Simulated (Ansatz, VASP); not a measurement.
**Two plane-wave programs on MgCd2S3**

```
CELL_PARAMETERS angstrom
3.82614 0.00000 0.00000
-1.91307 3.31353 0.00000
0.00000 0.00000 9.37890
ATOMIC_POSITIONS crystal
Mg 0.00000 0.00000 0.50000
Cd 0.66667 0.33333 0.82876
Cd 0.33333 0.66667 0.17124
S 0.33333 0.66667 0.65576
S 0.66667 0.33333 0.34424
S 0.00000 0.00000 0.00000
```

Alike in both runs: task single point; functional PBE; k mesh 12 × 12 × 4; occupations gaussian, width 0.02 eV; no spin polarisation.

|  | VASP | Ansatz |
| --- | --- | --- |
| version | VASP 6.6.1 | Ansatz 0.2.0 |
| potentials or method | VASP PAW PBE potentials, release 64 (Mg, Cd, S), cutoff 520 eV | scalar-relativistic, plane waves, PAW |
| valence electrons in the cell | 44 | 68 |

```tsv
	VASP	Ansatz	Ansatz less VASP
gap on the k mesh at the Fermi level (eV)	0.91	0.92	+0.010
least direct gap on the mesh (eV)	1.45	1.46	+0.009
pressure (GPa)	0.2	0.0	-0.20
rms of the force components (eV/Å)	0.013	0.003	-0.0108
```

Atom by atom the forces differ by 0.016 eV/Å (rms over components). The functional is the same, so the differences come from potentials, cutoffs and numerics. VASP's potentials hold 44 valence electrons a cell and Ansatz's 68, so a difference there can come from the potentials and not from the codes.
